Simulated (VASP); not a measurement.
Write the native input for VASP 6.6.1 that does the following.

* Task: single point
* Functional: PBE
* Potentials or basis: VASP PAW PBE potentials, release 64 (Zr_sv, Si, C)
* Cutoff: 520 eV
* k mesh: 6 × 6 × 6
* Occupations: gaussian, width 0.1 eV
* Spin: no spin polarisation
* Dipole correction: no
* Further INCAR settings: ALGO = Normal; EDIFF = 1e-06; NBANDS = 26

The structure of Zr2SiC2 lies in POSCAR:

```
Zr2SiC2
1.0
   -2.3006652633      2.3006652633      3.6790790002
    2.3006652633     -2.3006652633      3.6790790002
    2.3006652633      2.3006652633     -3.6790790002
Zr Si C
2 1 2
Direct
    0.7500000000      0.2500000000      0.5000000000
    0.2500000000      0.7500000000      0.5000000000
    0.5000000000      0.5000000000      0.0000000000
    0.7578520458      0.7578520458      0.0000000000
    0.2421479542      0.2421479542      0.0000000000
```

The input as run:

INCAR

```
SYSTEM = Zr2SiC2
PREC = Accurate
ENCUT = 520
EDIFF = 1E-6
ISMEAR = 0
SIGMA = 0.1
LREAL = .False.
LASPH = .True.
NELM = 60
ALGO = Normal
ISIF = 2
LWAVE = .False.
LCHARG = .False.
GGA = PE
NBANDS = 26
```

KPOINTS

```
regular mesh
0
Gamma
  6 6 6
  0 0 0
```

Potentials or basis: VASP PAW PBE potentials, release 64 (Zr_sv, Si, C).

Launch:

```sh
$ cat potpaw_PBE.64/Zr_sv/POTCAR potpaw_PBE.64/Si/POTCAR potpaw_PBE.64/C/POTCAR > POTCAR
$ mpirun -np 1 vasp_std > vasp.out
```

It gave:

```
Pressure               : 0.2 GPa
Largest force          : 0.019 eV/Å
Band gap on the k mesh : zero (band 18 reaches 8.34 eV, above the bottom of band 19 at 7.15 eV)
```

It took 62 s on 1 thread of Intel(R) Xeon(R) Platinum 8375C CPU @ 2.90GHz (Ice Lake) (shared host), peak memory 0.26 GiB.
